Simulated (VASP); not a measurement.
Here is a VASP 6.6.1 calculation.

File INCAR:

```
  PREC = Accurate
  ENCUT = 520
  EDIFF = 1E-6
  ISMEAR = -1
  SIGMA = 0.05
  LREAL = F
  LASPH = T
  NELM = 80
  ALGO = Normal
  ISIF = 2
  LWAVE = F
  LCHARG = T
  GGA = PE
  IVDW = 12
  LELF = T
  LVHAR = T
  NBANDS = 35
```

Contents of KPOINTS:

```
Automatic mesh
0
Gamma
  6 3 9
```

File POSCAR:

```
Al2O3
1.0
    4.5647532822      0.0000000000      0.0000000000
    0.0000000000      9.6054824652      0.0000000000
    0.0000000000      0.0000000000      3.0125972894
Al O
4 6
Direct
    1.1147042111      0.8337113494      0.0000000000
   -0.1147042111      0.1662886506      0.0000000000
    0.6147042111      0.6662886506      0.5000000000
    0.3852957889      0.3337113494      0.5000000000
    0.5000000000      0.5000000000      0.5000000000
    0.3066033835      0.7856151813      0.5000000000
    0.1933966165      0.2856151813      0.0000000000
    0.8066033835      0.7143848187      0.0000000000
    0.0000000000      0.0000000000      0.0000000000
    0.6933966165      0.2143848187      0.5000000000
```

Potentials or basis: VASP PAW PBE potentials, release 64 (Al, O).

Command:

```console
$ cat potpaw_PBE.64/Al/POTCAR potpaw_PBE.64/O/POTCAR > POTCAR
$ mpirun -np 1 vasp_std > vasp.out
```

Q: Predict the largest force.

A: 0.026 eV/Å.

Q: What does it give for the band gap on the k mesh?

A: 3.48 eV, direct.

Q: What does it give for the dispersion energy per atom?

A: -0.148 eV.

Forces in eV/Å, atoms in the order of the input:
```
Al   0.009 -0.024  0.000
Al  -0.009  0.024  0.000
Al   0.009  0.024  0.000
Al  -0.009 -0.024  0.000
O    0.000  0.000  0.000
O    0.001 -0.003  0.000
O   -0.001 -0.003  0.000
O    0.001  0.003  0.000
O    0.000  0.000  0.000
O   -0.001  0.003  0.000
```

A k mesh can miss the band edges. A hybrid or GW would open this gap; PBE tends to underestimate it.
